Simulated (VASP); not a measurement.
Input of a VASP 6.6.1 run:

INCAR

```
SYSTEM = K2SiB2
ALGO = Normal
EDIFF = 1E-6
ENCUT = 520
GGA = PE
ISIF = 2
ISMEAR = 0
LASPH = .True.
LCHARG = .False.
LREAL = .False.
LWAVE = .False.
NBANDS = 22
NELM = 60
PREC = Accurate
SIGMA = 0.1
```

File KPOINTS:

```
k-points
0
Gamma
  6 6 4
  0 0 0
```

POSCAR

```
K2SiB2
1.0
    1.5459834436     -9.4430702850      0.0000000000
    1.5459834436      9.4430702850      0.0000000000
    0.0000000000      0.0000000000      4.1769616496
K Si B
2 1 2
Direct
    0.3669406622      0.6330593378      0.5000000000
    0.6330593378      0.3669406622      0.5000000000
    0.0000000000      0.0000000000      0.0000000000
    0.2485438659      0.7514561341      0.0000000000
    0.7514561341      0.2485438659      0.0000000000
```

Potentials or basis: VASP PAW PBE potentials, release 64 (K_sv, Si, B).

Run with:

```bash
$ cat potpaw_PBE.64/K_sv/POTCAR potpaw_PBE.64/Si/POTCAR potpaw_PBE.64/B/POTCAR > POTCAR
$ mpirun -np 1 vasp_std > vasp.out
```

**Question.** Estimate the band gap on the k mesh.

**Answer.** Zero (bands 14 and 15 overlap by 2.08 eV).

**Question.** Predict the pressure.

**Answer.** 0.0 GPa.

Forces on the atoms (eV/Å):
```
K    0.000 -0.002  0.000
K    0.000  0.002  0.000
Si   0.000  0.000  0.000
B    0.000  0.028  0.000
B    0.000 -0.028  0.000
```

Caveat: the k points lie up to 0.38 Å⁻¹ apart, too coarse for converged energies and pressures of a metal.
